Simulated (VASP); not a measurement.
# BeAg (F-43m) in VASP: further runs

The runs below take BeAg through single point, relaxation of cell and atoms, with PBE.

All numbers are computed with VASP 6.6.1; they aren't measurements. Logs are shortened: lines on timing, memory, paths and dates and some standing lists are left out, and cuts for length are marked.

**1. The cell of the first run**

It takes space group F-43m (No. 216, cubic). Conventional cell: a = 5.305 Å, b = 5.305 Å, c = 5.305 Å, α = 90.00°, β = 90.00°, γ = 90.00°. Be (site symmetry -43m) has 4 Ag at 2.30 Å within 3.0 Å. Within 3.0 Å of Ag (site symmetry -43m) lie 4 Be at 2.30 Å.

**2. Single point, PBE**

INCAR reads:

```
PREC = Accurate
ENCUT = 520
EDIFF = 1E-7
ISMEAR = 0
SIGMA = 0.1
LREAL = F
LASPH = T
NELM = 100
ALGO = Normal
ISIF = 2
LWAVE = F
LCHARG = F
GGA = PE
NBANDS = 14
```

KPOINTS reads:

```
Automatic mesh
0
Gamma
  6 6 6
```

POSCAR reads:

```
BeAg
1.0
    0.0000000000      2.6524519389      2.6524519389
    2.6524519389      0.0000000000      2.6524519389
    2.6524519389      2.6524519389      0.0000000000
Be Ag
1 1
Direct
    0.0000000000      0.0000000000      0.0000000000
    0.7500000000      0.7500000000      0.7500000000
```

Potentials or basis: VASP PAW PBE potentials, release 64 (Be, Ag).

The run is started by

```
$ cat potpaw_PBE.64/Be/POTCAR potpaw_PBE.64/Ag/POTCAR > POTCAR
$ mpirun -np 1 vasp_std > vasp.out
```

OUTCAR:

```text
PREC = Accurate
   ENCUT = 520
   EDIFF = 1E-7
   ISMEAR = 0
   LREAL = F
   LASPH = T
   NELM = 100
   ISIF = 2
   GGA = PE

 ion  position               nearest neighbor table
   1  0.000  0.000  0.000-   2 2.30   2 2.30   2 2.30   2 2.30
   2  0.750  0.750  0.750-   1 2.30   1 2.30   1 2.30   1 2.30

  LATTYP: Found a face centered cubic cell.
 ALAT       =     5.3049038778

  Lattice vectors:

 A1 = (   0.0000000000,   2.6524519389,   2.6524519389)
 A2 = (   2.6524519389,   0.0000000000,   2.6524519389)
 A3 = (   2.6524519389,   2.6524519389,   0.0000000000)

Analysis of symmetry for initial positions (statically):
=====================================================================
 Subroutine PRICEL returns:
 Original cell was already a primitive cell.

 Routine SETGRP: Setting up the symmetry group for a
 face centered cubic supercell.

 Subroutine GETGRP returns: Found 24 space group operations
 (whereof 24 operations were pure point group operations)
 out of a pool of 48 trial point group operations.

The static configuration has the point symmetry T_d .

Analysis of symmetry for dynamics (positions and initial velocities):
=====================================================================
 Subroutine PRICEL returns:
 Original cell was already a primitive cell.

 Routine SETGRP: Setting up the symmetry group for a
 face centered cubic supercell.

 Subroutine GETGRP returns: Found 24 space group operations
 (whereof 24 operations were pure point group operations)
 out of a pool of 48 trial point group operations.

The dynamic configuration has the point symmetry T_d .

 Subroutine INISYM returns: Found 24 space group operations
 (whereof 24 operations are pure point group operations),
 and found     1 'primitive' translations

----------------------------------------------------------------------------------------

                                     Primitive cell

  volume of cell :      37.3227

  direct lattice vectors                    reciprocal lattice vectors
     0.000000000  2.652451939  2.652451939    -0.188504829  0.188504829  0.188504829
     2.652451939  0.000000000  2.652451939     0.188504829 -0.188504829  0.188504829
     2.652451939  2.652451939  0.000000000     0.188504829  0.188504829 -0.188504829

  length of vectors
     3.751133506  3.751133506  3.751133506     0.326499942  0.326499942  0.326499942

  position of ions in fractional coordinates (direct lattice)
     0.000000000  0.000000000  0.000000000
     0.750000000  0.750000000  0.750000000

  ion indices of the primitive-cell ions
   primitive index   ion index
                 1           1
                 2           2

[... 75 lines left out ...]
   EMIN   =  10.00;   EMAX   =-10.00  energy-range for DOS
   EFERMI =   0.00;   METHOD = LEGACY
   ISMEAR =     0;   SIGMA  =   0.10  broadening in eV -4-tet -1-fermi 0-gaus
   EFERMI_NEDOS =   21; number of points for ismear=-14 and -15
   IALGO  =     38    algorithm
   IMIX   =      4    mixing-type and parameters
     AMIX     =   0.40;   BMIX     =  1.00
     AMIX_MAG =   1.60;   BMIX_MAG =  1.00
  volume/ion in A,a.u.               =      18.66       125.93
  Fermi-wavevector in a.u.,A,eV,Ry     =   1.151857  2.176693 18.051852  1.326774
  Thomas-Fermi vector in A             =   2.288512
   LORBIT       =      0    0 simple, 1 ext, 2 COOP (PROOUT), +10 PAW based schemes
   GGA     = PE    functional components
   LHFCALC =     F    Hartree Fock is set to
   AEXX    =    0.0000 exact exchange contribution
   IVDW    =     0    specifies the selected vdW correction
   LEPSILON=     F    determine dielectric tensor
   LRPA    =     F    only Hartree local field effects (RPA)
 non-spin polarized calculation
 Gauss-broadening in eV      SIGMA  =   0.10
  energy-cutoff  :      520.00
  volume of cell :       37.32
 maximum number of plane-waves:      1018
   NGX = 13   NGY = 13   NGZ = 13

 number of electron      12.9999997 magnetization

 Free energy of the ion-electron system (eV)
  ---------------------------------------------------
  ext. energy  EPLUGINS =         0.00000000
  ---------------------------------------------------
  free energy    TOTEN  =        -4.65517798 eV

  energy without entropy =       -4.64903123  energy(sigma->0) =       -4.65210460

 E-fermi :   4.2061     XC(G=0):  -9.6621

 val. band max:        4.0798810001   @ k =  -0.3333   0.3333   0.0000
 cond. band min:       4.2682346159   @ k =  -0.3333   0.3333   0.0000
 fundamental gap:      0.1883536157
 Fermi energy:         4.2061488022

 k-point     1 :       0.0000    0.0000    0.0000
  band No.  band energies     occupation
      1      -2.8029      2.00000
      2      -1.4276      2.00000
      3      -1.4276      2.00000
      4      -1.4276      2.00000
      5      -0.7021      2.00000
      6      -0.7021      2.00000
      7      10.7053      0.00000
      8      10.7053      0.00000
      9      10.7053      0.00000
     10      13.7500      0.00000
     11      13.7500      0.00000
     12      13.7500      0.00000
     13      14.2063      0.00000
     14      18.3065      0.00000
[... 241 lines left out ...]
      1      -1.6559      2.00000
      2      -1.3755      2.00000
      3      -0.9685      2.00000
      4      -0.7072      2.00000
      5      -0.6057      2.00000
      6       2.9364      2.00000
      7       3.4617      2.00000
      8       5.0428      0.00000
      9       5.3540      0.00000
     10      12.7920      0.00000
     11      13.5345      0.00000
     12      17.3957      0.00000
     13      17.4021      0.00000
     14      20.8823      0.00000

------------------------ aborting loop because EDIFF is reached ----------------------------------------

  FORCE on cell =-STRESS in cart. coord.  units (eV):
  Direction    XX          YY          ZZ          XY          YZ          ZX
  --------------------------------------------------------------------------------------
  -------------------------------------------------------------------------------------
  Total        0.0173253      0.0173253      0.0173253      0.0000000      0.0000000     -0.0000000
  in kB        0.7437350      0.7437350      0.7437350      0.0000000      0.0000000     -0.0000000
  external PRESSURE =       0.7437350 kB  Pullay stress =       0.0000000 kB

 VOLUME and BASIS-vectors are now :
 -----------------------------------------------------------------------------
  energy-cutoff  :      520.00
  volume of cell :       37.32
      direct lattice vectors                 reciprocal lattice vectors
     0.000000000  2.652451939  2.652451939    -0.188504829  0.188504829  0.188504829
     2.652451939  0.000000000  2.652451939     0.188504829 -0.188504829  0.188504829
     2.652451939  2.652451939  0.000000000     0.188504829  0.188504829 -0.188504829

 POSITION                                       TOTAL-FORCE (eV/Angst)
 -----------------------------------------------------------------------------------
      0.00000      0.00000      0.00000         0.000000      0.000000      0.000000
      3.97868      3.97868      3.97868        -0.000000     -0.000000     -0.000000
 -----------------------------------------------------------------------------------
    total drift:                               -0.000000     -0.000000      0.000000

  FREE ENERGIE OF THE ION-ELECTRON SYSTEM (eV)
  ---------------------------------------------------
  free  energy   TOTEN  =        -4.6551779829 eV

  energy  without entropy=       -4.6490312260  energy(sigma->0) =       -4.65210460
```

Wall time 12 s (1 thread of Intel Xeon 8259CL, shared host); peak memory 0.16 GiB.

Results:

| Quantity | Value |
| --- | --- |
| Free energy | -4.6552 eV |
| Pressure | 0.1 GPa |
| Band gap on the k mesh | zero (an odd number of electrons rules out a gap without spin polarisation) |

Levels at points of the mesh, in eV from the Fermi level:
```tsv
k point	band 3	band 4	band 5	band 6	band 7	band 8	band 9	band 10
(0.00, 0.00, 0.00)	-5.63	-5.63	-4.91	-4.91	6.50	6.50	6.50	9.54
(0.50, 0.00, 0.00)	-5.46	-4.78	-4.78	-2.71	-2.39	4.49	4.49	9.13
(0.50, 0.50, 0.00)	-4.91	-4.91	-4.69	-1.49	-1.25	1.77	1.77	7.23
```

**3. Relaxation of cell and atoms, PBE**

This run uses another cell than the first one, of 15.15 Å³/atom.

INCAR reads:

```
SYSTEM = BeAg
PREC = Accurate
ENCUT = 600
EDIFF = 1E-6
ISMEAR = 0
SIGMA = 0.1
LREAL = .False.
LASPH = .True.
NELM = 60
ALGO = Normal
ISIF = 3
LWAVE = .False.
LCHARG = .False.
GGA = PE
IBRION = 2
NSW = 90
EDIFFG = -0.04
```

KPOINTS reads:

```
Automatic mesh
0
Gamma
  6 6 6
  0 0 0
```

POSCAR reads:

```
BeAg
1.0
    0.0000000000      2.4745641246      2.4745641246
    2.4745641246      0.0000000000      2.4745641246
    2.4745641246      2.4745641246      0.0000000000
Be Ag
1 1
Direct
    0.0000000000      0.0000000000      0.0000000000
    0.7500000000      0.7500000000      0.7500000000
```

Potentials or basis: VASP PAW PBE potentials, release 64 (Be, Ag).

The run is started by

```
$ cat potpaw_PBE.64/Be/POTCAR potpaw_PBE.64/Ag/POTCAR > POTCAR
$ mpirun -np 1 vasp_std > vasp.out
```

OUTCAR:

```text
SYSTEM = BeAg
   PREC = Accurate
   ENCUT = 600
   EDIFF = 1E-6
   ISMEAR = 0
   LREAL = .False.
   LASPH = .True.
   NELM = 60
   ISIF = 3
   GGA = PE
   IBRION = 2
   NSW = 90
   EDIFFG = -0.04

 ion  position               nearest neighbor table
   1  0.000  0.000  0.000-   2 2.14   2 2.14   2 2.14   2 2.14
   2  0.750  0.750  0.750-   1 2.14   1 2.14   1 2.14   1 2.14

  LATTYP: Found a face centered cubic cell.
 ALAT       =     4.9491282492

  Lattice vectors:

 A1 = (   0.0000000000,   2.4745641246,   2.4745641246)
 A2 = (   2.4745641246,   0.0000000000,   2.4745641246)
 A3 = (   2.4745641246,   2.4745641246,   0.0000000000)

Analysis of symmetry for initial positions (statically):
=====================================================================
 Subroutine PRICEL returns:
 Original cell was already a primitive cell.

 Routine SETGRP: Setting up the symmetry group for a
 face centered cubic supercell.

 Subroutine GETGRP returns: Found 24 space group operations
 (whereof 24 operations were pure point group operations)
 out of a pool of 48 trial point group operations.

The static configuration has the point symmetry T_d .

Analysis of symmetry for dynamics (positions and initial velocities):
=====================================================================
 Subroutine PRICEL returns:
 Original cell was already a primitive cell.

 Routine SETGRP: Setting up the symmetry group for a
 face centered cubic supercell.

 Subroutine GETGRP returns: Found 24 space group operations
 (whereof 24 operations were pure point group operations)
 out of a pool of 48 trial point group operations.

The dynamic configuration has the point symmetry T_d .

 Subroutine INISYM returns: Found 24 space group operations
 (whereof 24 operations are pure point group operations),
 and found     1 'primitive' translations

----------------------------------------------------------------------------------------

                                     Primitive cell

  volume of cell :      30.3058

  direct lattice vectors                    reciprocal lattice vectors
     0.000000000  2.474564125  2.474564125    -0.202055786  0.202055786  0.202055786
     2.474564125  0.000000000  2.474564125     0.202055786 -0.202055786  0.202055786
     2.474564125  2.474564125  0.000000000     0.202055786  0.202055786 -0.202055786

  length of vectors
     3.499562146  3.499562146  3.499562146     0.349970888  0.349970888  0.349970888

  position of ions in fractional coordinates (direct lattice)
     0.000000000  0.000000000  0.000000000
     0.750000000  0.750000000  0.750000000

  ion indices of the primitive-cell ions
   primitive index   ion index
                 1           1
                 2           2

[... 124 lines left out ...]
      3      -0.3084      2.00000
      4      -0.3084      2.00000
      5       0.6996      2.00000
      6       0.6996      2.00000
      7      13.9166      0.00000
      8      13.9166      0.00000
      9      13.9166      0.00000
     10      17.0110      0.00000
[... 183 lines left out ...]
 k-point    16 :      -0.3333    0.5000    0.1667
  band No.  band energies     occupation
      1      -0.4802      2.00000
      2      -0.3395      2.00000
      3       0.3358      2.00000
      4       0.7130      2.00000
      5       0.8507      2.00000
      6       4.9400      2.00000
      7       5.3925      2.00000
      8       7.1236      0.00000
      9       7.4225      0.00000
     10      15.9577      0.00000

------------------------ aborting loop because EDIFF is reached ----------------------------------------

  FORCE on cell =-STRESS in cart. coord.  units (eV):
  Direction    XX          YY          ZZ          XY          YZ          ZX
  --------------------------------------------------------------------------------------
  -------------------------------------------------------------------------------------
  Total        3.0836709      3.0836709      3.0836709      0.0000000      0.0000000      0.0000000
  in kB      163.0243490    163.0243490    163.0243490      0.0000000      0.0000000      0.0000000
  external PRESSURE =     163.0243490 kB  Pullay stress =       0.0000000 kB

 VOLUME and BASIS-vectors are now :
 -----------------------------------------------------------------------------
  energy-cutoff  :      600.00
  volume of cell :       30.31
      direct lattice vectors                 reciprocal lattice vectors
     0.000000000  2.474564125  2.474564125    -0.202055786  0.202055786  0.202055786
     2.474564125  0.000000000  2.474564125     0.202055786 -0.202055786  0.202055786
     2.474564125  2.474564125  0.000000000     0.202055786  0.202055786 -0.202055786

 POSITION                                       TOTAL-FORCE (eV/Angst)
 -----------------------------------------------------------------------------------
      0.00000      0.00000      0.00000        -0.000000     -0.000000     -0.000000
      3.71185      3.71185      3.71185         0.000000      0.000000      0.000000
 -----------------------------------------------------------------------------------
    total drift:                                0.000000      0.000000      0.000000

  FREE ENERGIE OF THE ION-ELECTRON SYSTEM (eV)
  ---------------------------------------------------
  free  energy   TOTEN  =        -4.3565688955 eV

  energy  without entropy=       -4.3502214272  energy(sigma->0) =       -4.35339516

--------------------------------------- Ionic step        2  -------------------------------------------

 number of electron      12.9999998 magnetization

 Free energy of the ion-electron system (eV)
  ---------------------------------------------------
  ext. energy  EPLUGINS =         0.00000000
  ---------------------------------------------------
  free energy    TOTEN  =        -4.65223887 eV

  energy without entropy =       -4.64618939  energy(sigma->0) =       -4.64921413

 E-fermi :   4.1455     XC(G=0):  -9.6312

 val. band max:        4.0142619511   @ k =  -0.3333   0.3333   0.0000
 cond. band min:       4.2118018973   @ k =  -0.3333   0.3333   0.0000
 fundamental gap:      0.1975399462
 Fermi energy:         4.1454795559

 k-point     1 :       0.0000    0.0000    0.0000
  band No.  band energies     occupation
      1      -2.8274      2.00000
      2      -1.4611      2.00000
      3      -1.4611      2.00000
      4      -1.4611      2.00000
      5      -0.7437      2.00000
      6      -0.7437      2.00000
      7      10.6078      0.00000
      8      10.6078      0.00000
      9      10.6078      0.00000
     10      13.6513      0.00000
[... 183 lines left out ...]
 k-point    16 :      -0.3333    0.5000    0.1667
  band No.  band energies     occupation
      1      -1.6906      2.00000
      2      -1.4071      2.00000
      3      -1.0072      2.00000
      4      -0.7493      2.00000
      5      -0.6487      2.00000
      6       2.8775      2.00000
      7       3.4018      2.00000
      8       4.9828      0.00000
      9       5.2928      0.00000
     10      12.6961      0.00000

------------------------ aborting loop because EDIFF is reached ----------------------------------------

  FORCE on cell =-STRESS in cart. coord.  units (eV):
  Direction    XX          YY          ZZ          XY          YZ          ZX
  --------------------------------------------------------------------------------------
  -------------------------------------------------------------------------------------
  Total       -0.0635414     -0.0635414     -0.0635414      0.0000000      0.0000000      0.0000000
  in kB       -2.7087252     -2.7087252     -2.7087252      0.0000000      0.0000000      0.0000000
  external PRESSURE =      -2.7087252 kB  Pullay stress =       0.0000000 kB

 VOLUME and BASIS-vectors are now :
 -----------------------------------------------------------------------------
  energy-cutoff  :      600.00
  volume of cell :       37.58
      direct lattice vectors                 reciprocal lattice vectors
     0.000000000  2.658627734  2.658627734    -0.188066947  0.188066947  0.188066947
     2.658627734  0.000000000  2.658627734     0.188066947 -0.188066947  0.188066947
     2.658627734  2.658627734  0.000000000     0.188066947  0.188066947 -0.188066947

 POSITION                                       TOTAL-FORCE (eV/Angst)
 -----------------------------------------------------------------------------------
      5.31726      5.31726      5.31726        -0.000000     -0.000000     -0.000000
      3.98794      3.98794      3.98794         0.000000      0.000000      0.000000
 -----------------------------------------------------------------------------------
    total drift:                               -0.000000     -0.000000      0.000000

  FREE ENERGIE OF THE ION-ELECTRON SYSTEM (eV)
  ---------------------------------------------------
  free  energy   TOTEN  =        -4.6522388671 eV

  energy  without entropy=       -4.6461893879  energy(sigma->0) =       -4.64921413

 reached required accuracy - stopping structural energy minimisation
```

OSZICAR:

```text
N       E                     dE             d eps       ncg     rms          rms(c)
DAV:   1     0.601220399738E+02    0.60122E+02   -0.71025E+03   320   0.129E+03
DAV:   2    -0.465588489218E+01   -0.64778E+02   -0.62697E+02   330   0.233E+02
DAV:   3    -0.558470514001E+01   -0.92882E+00   -0.92440E+00   378   0.332E+01
[... 15 lines left out ...]
DAV:   5    -0.465181730631E+01    0.18963E-01   -0.55924E-02   354   0.270E+00    0.174E-01
DAV:   6    -0.465212574631E+01   -0.30844E-03   -0.15188E-03   336   0.372E-01    0.129E-01
DAV:   7    -0.465224462052E+01   -0.11887E-03   -0.45089E-04   358   0.219E-01    0.201E-02
DAV:   8    -0.465223823114E+01    0.63894E-05   -0.52493E-05   344   0.872E-02    0.211E-02
DAV:   9    -0.465223886712E+01   -0.63598E-06   -0.14431E-06   320   0.119E-02
   2 F= -.46522389E+01 E0= -.46492141E+01  d E =-.295670E+00
```

CONTCAR:

```text
BeAg
   1.00000000000000
     0.0000000000000000    2.6586277342411986    2.6586277342411986
     2.6586277342411986    0.0000000000000000    2.6586277342411986
     2.6586277342411986    2.6586277342411986    0.0000000000000000
  Be              Ag
     1     1
Direct
     1.0000000000000000    1.0000000000000000    1.0000000000000000
     0.7500000000000000    0.7500000000000000    0.7500000000000000

  0.00000000E+00  0.00000000E+00  0.00000000E+00
  0.00000000E+00  0.00000000E+00  0.00000000E+00
```

Run time: 24 s. Hardware: 1 thread of Intel Xeon 8259CL, shared host; peak memory 0.16 GiB.

What came out:

```
Free energy                           : -4.6522 eV
Relaxed volume                        : 18.79 Å³/atom
Relaxed cell                          : a = 3.760 Å, b = 3.760 Å, c = 3.760 Å, α = 60.00°, β = 60.00°, γ = 60.00°
Space group after relaxing (to 0.1 Å) : F-43m (No. 216)
Energy gained by relaxing             : 147.8 meV/atom
Ionic steps                           : 2
Pressure after relaxing               : -0.3 GPa
Band gap on the k mesh                : zero (an odd number of electrons rules out a gap without spin polarisation)
```

The path:
| step | energy change (eV) | largest force (eV/Å) | pressure (GPa) | volume (Å³) |
| --- | --- | --- | --- | --- |
| 1 | 0.0000 | 0.0000 | 16.30 | 30.31 |
| 2 | -0.2957 | 0.0000 | -0.27 | 37.58 |

Final structure:
```xyz
2
Lattice="0.0000 2.6586 2.6586 2.6586 0.0000 2.6586 2.6586 2.6586 0.0000" Properties=species:S:1:pos:R:3 pbc="T T T"
Be    5.3173    5.3173    5.3173
Ag    3.9879    3.9879    3.9879
```

Caveat: the k points lie up to 0.34 Å⁻¹ apart in the final cell, too coarse for converged energies and pressures of a metal; the volume moved by over 15 % at a fixed basis, so the end points are rough.
